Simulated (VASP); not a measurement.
Crystal: TiC.

```
Ti C
1.0
     0.00000    2.13645    2.13645
     2.13645    0.00000    2.13645
     2.13645    2.13645    0.00000
Ti C
1 1
Direct
  0.00000 0.00000 0.00000
  0.50000 0.50000 0.50000
```

Base run:

```yaml
Program: VASP 6.6.1
Functional: revPBE
Dispersion: D3(BJ)
Potentials_or_basis: VASP PAW PBE potentials, release 64 (Ti_sv, C)
Cutoff: 520 eV
k_mesh: 11 × 11 × 11
Occupations: fermi-dirac, width 0.05 eV
Spin: no spin polarisation
```

Its results: band gap on the k mesh zero (band 8 reaches 10.70 eV, above the bottom of band 9 at 9.57 eV); pressure -0.3 GPa.

Question: The run is repeated on the same cell with these changes: functional from revPBE to PBE. What comes out?

Answer: Band gap on the k mesh zero (band 8 reaches 10.61 eV, above the bottom of band 9 at 9.48 eV); pressure 3.7 GPa.

Caveats: pairwise dispersion overbinds metals, which lowers pressure and volume; the PAW data sets were made with another functional, which shifts forces and pressure a little (some runs).
